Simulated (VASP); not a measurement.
Input of a VASP 6.6.1 run:

File INCAR:

```
PREC = Accurate ; ENCUT = 600
EDIFF = 1E-6 ; ISMEAR = 1
SIGMA = 0.1 ; LREAL = F
LASPH = T ; NELM = 120
ALGO = Normal ; ISIF = 2
LWAVE = F ; LCHARG = T
LELF = T ; LVHAR = T
NBANDS = 9 ; GGA_COMPAT = F
```

File KPOINTS:

```
Automatic mesh
0
Gamma
  11 11 7
```

POSCAR

```
O
1.0
    1.7617697214      0.0000000000      0.0000000000
    0.0000000000      1.7617697214      0.0000000000
    0.0000000000      0.0000000000      2.9278698137
O
1
Direct
    0.0000000000      0.0000000000      0.0000000000
```

Potentials or basis: VASP PAW LDA potentials, release 64 (O).

Launch:

```console
$ cat potpaw_LDA.64/O/POTCAR > POTCAR
$ mpirun -np 1 vasp_std > vasp.out
```

**Question.** Predict the band gap on the k mesh.

**Answer.** Zero (band 3 reaches 4.75 eV, above the bottom of band 4 at -0.40 eV).

**Question.** Predict the pressure.

**Answer.** 0.0 GPa.

Stress tensor (GPa, compression positive):
```
 0.18  0.00  0.00
 0.00  0.18  0.00
 0.00  0.00 -0.49
```
